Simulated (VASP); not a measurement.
Input of a VASP 6.6.1 run:

The input INCAR:

```
PREC     = Accurate       # precision mode
ENCUT    = 520            # plane-wave cutoff, eV
EDIFF    = 1E-6           # SCF threshold, eV
ISMEAR   = 0              # smearing method
SIGMA    = 0.01           # smearing width, eV
LREAL    = Auto         
LASPH    = True           # aspherical terms in the spheres
NELM     = 60             # most SCF steps
ALGO     = Normal         # electronic algorithm
ISIF     = 2              # what is computed and relaxed
LWAVE    = False          # write WAVECAR
LCHARG   = True           # write CHGCAR
GGA      = PE             # functional
LELF     = True           # ELF
LVHAR    = True         
NBANDS   = 91             # bands
```

KPOINTS

```
Automatic mesh
0
Gamma
  2 2 2
  0.5 0.5 0.5
```

POSCAR

```
Al15GaN16
1.0
    4.4031742003     -4.4031742003      4.4031742003
   -4.4031742003      4.4031742003      4.4031742003
   -4.4031742003     -4.4031742003     -4.4031742003
Ga Al N
1 15 16
Direct
    0.2501293528      0.7509626335     -0.0001875995
    0.5008044539      0.7509627122      0.7489413634
    0.7501349451      0.7509629491      0.4998154313
   -0.0007369948      0.0016340713      0.9998147149
    0.2501345452      0.0016336614      0.7489446515
   -0.0007348246      0.7509659155      0.2504890883
    0.7501326915      0.2509604133     -0.0001901141
    0.5010034855      0.0018322921      0.5013507801
    0.7516744809      0.0018330864      0.2506818285
   -0.0005345461      0.2494213086      0.7491401080
    0.5008096510      0.5000992541     -0.0001880560
    0.2501358528      0.2509620331      0.4998087289
    0.7485960421      0.5002900229      0.7491406275
    0.5010041818      0.2525052543      0.2506798590
   -0.0005353308      0.5002927719      0.4982689448
    0.2501329952      0.5000955700      0.2504790376
    0.2501347227      0.0081844190     -0.0001858904
    0.5003802378      0.0012069305      0.7505441564
    0.7496477423      0.0002283497      0.4993230671
   -0.0001108756      0.2514510414     -0.0001900632
    0.2501390169      0.2514555672      0.7495668490
    0.0008726555      0.0012079898      0.2500598435
    0.7506306014      0.5007186050     -0.0001860527
    0.4994030586      0.2504736987      0.4993209489
    0.7496473107      0.2504740900      0.2490771774
   -0.0070810853      0.4937426258      0.7425902418
    0.5073603664      0.7509666656     -0.0001888310
    0.2501363388      0.5007174443      0.5002985771
    0.7506248976      0.7509610244      0.7495675083
    0.5003827372      0.5017010467      0.2500565514
   -0.0001095158      0.7509638546      0.5003035349
    0.2501355327      0.7509657342      0.2570316379
```

Potentials or basis: VASP PAW PBE potentials, release 64 (Ga_d, Al, N).

Command:

```sh
$ cat potpaw_PBE.64/Ga_d/POTCAR potpaw_PBE.64/Al/POTCAR potpaw_PBE.64/N/POTCAR > POTCAR
$ mpirun -np 1 vasp_std > vasp.out
```

Task: What does it give for the largest force?

Result: 0.019 eV/Å.

Task: What does it give for the pressure?

Result: 0.9 GPa.

Forces in eV/Å, atoms in the order of the input:
```
Ga   0.000  0.000  0.000
Al   0.002 -0.001  0.002
Al   0.000  0.000  0.000
Al  -0.002  0.002 -0.001
Al   0.000  0.001  0.003
Al  -0.002  0.001 -0.002
Al   0.000  0.000  0.000
Al  -0.001 -0.003  0.000
Al   0.001 -0.002  0.002
Al   0.003  0.000 -0.001
Al   0.002 -0.002  0.001
Al   0.000  0.000  0.000
Al  -0.001  0.002 -0.002
Al  -0.001  0.000  0.003
Al   0.003  0.001  0.000
Al   0.000 -0.003 -0.001
N   -0.011  0.011  0.011
N    0.000  0.000  0.000
N    0.000  0.000  0.000
N    0.000  0.000  0.000
N    0.000  0.000  0.000
N    0.000  0.000  0.000
N    0.000  0.000  0.000
N    0.000  0.000  0.000
N    0.000  0.000  0.000
N    0.011  0.011 -0.011
N    0.011 -0.011  0.011
N    0.000  0.000  0.000
N    0.000  0.000  0.000
N    0.000  0.000  0.000
N    0.000  0.000  0.000
N   -0.011 -0.011 -0.011
```
